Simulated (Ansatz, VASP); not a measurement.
## One calculation of Sb, two programs

INCAR

```
ALGO = Normal
DIPOL = 0.5 0.5 0.388
EDIFF = 1E-6
ENCUT = 400
GGA = PE
GGA_COMPAT = F
IDIPOL = 3
ISIF = 2
ISMEAR = 0
IVDW = 12
LASPH = T
LCHARG = F
LDIPOL = T
LREAL = F
LWAVE = F
NBANDS = 38
NELM = 120
NELMDL = -8
PREC = Accurate
SIGMA = 0.05
```

The input KPOINTS:

```
k-points
0
Gamma
  9 9 1
```

POSCAR

```
Sb
1.0
    4.0686848921      0.0000000000      0.0000000000
   -2.0343424461      3.5235844766      0.0000000000
    0.0000000000      0.0000000000     20.8000277116
Sb
4
Direct
    0.3333333333      0.6666666667      0.2956733491
    0.6666666667      0.3333333333      0.2163458656
    1.1111111111      1.2222222222      0.5600967399
    0.7777777778      1.5555555556      0.4807692564
```

Input for Ansatz:

```yaml
crystal:
  lattice:
    - [4.0686853555, 0.0, 0.0]
    - [-2.0343426777, 3.5235848779, 0.0]
    - [0.0, 0.0, 20.8000291998]
  atoms:
    - { symbol: Sb, position: [0.3333333333, 0.6666666667, 0.2956733638] }
    - { symbol: Sb, position: [0.6666666667, 0.3333333333, 0.2163458501] }
    - { symbol: Sb, position: [1.1111111111, 1.2222222222, 0.5600967714] }
    - { symbol: Sb, position: [0.7777777778, 1.5555555556, 0.4807692578] }
basis:
  ecutwfc: 420
kpoints:
  mp_grid: { grid: [9, 9, 1] }
hamiltonian:
  xc: pbe
  dispersion: d3bj
scf:
  occupations: { method: gaussian, width: 0.05 }
output:
  forces: true
  eigenvalues: true
efield:
  axis: 3
  dipole_correction: true
  ramp_width: 0.04
```

Alike in both runs: task single point; functional PBE; dispersion D3(BJ); k mesh 9 × 9 × 1; occupations gaussian, width 0.05 eV; no spin polarisation.

|  | VASP | Ansatz |
| --- | --- | --- |
| version | VASP 6.6.1 | Ansatz 0.2.0 |
| potentials or method | VASP PAW PBE potentials, release 64 (Sb_d_GW), cutoff 400 eV | scalar-relativistic, plane waves, PAW |
| valence electrons in the cell | 60 | 60 |

|  | VASP | Ansatz | Ansatz less VASP |
| --- | --- | --- | --- |
| gap on the k mesh at the Fermi level (eV) | 0.87 | 0.87 | -0.002 |
| least direct gap on the mesh (eV) | 1.50 | 1.50 | -0.001 |
| rms of the force components (eV/Å) | 0.048 | 0.047 | -0.0006 |

Atom by atom the forces differ by 0.002 eV/Å (rms over components).

Spin-orbit coupling is off throughout.
